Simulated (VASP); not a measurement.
Zn4HO4 (a cell with a defect), 9 atoms in the cell. The cell holds a defect, 9 atoms: a = 5.515 Å, b = 5.515 Å, c = 3.243 Å, α = 90.00°, β = 90.00°, γ = 90.00°. 

```yaml
Program: VASP 6.6.1
Task: single point
Functional: PBEsol
Potentials_or_basis: VASP PAW PBE potentials, release 64 (Zn, O, H)
Cutoff: 520 eV
k_mesh: 4 × 4 × 8
Occupations: gaussian, width 0.05 eV
Spin: no spin polarisation
Dipole_correction: no
Further_INCAR_settings: ALGO = Normal; EDIFF = 1e-06; NBANDS = 46
```

Potentials or basis: VASP PAW PBE potentials, release 64 (Zn, O, H).

Run with:

```console
$ cat potpaw_PBE.64/Zn/POTCAR potpaw_PBE.64/O/POTCAR potpaw_PBE.64/H/POTCAR > POTCAR
$ mpirun -np 1 vasp_std > vasp.out
```

Hardware: 1 thread of Intel Xeon 8259CL, on a shared host.

Question: How long does it take, and how much memory?

Answer: It took 6.9 min on 1 thread of Intel Xeon 8259CL, with other jobs on the host, peak memory 0.36 GiB. Counts: scf iterations 16, k points 68.
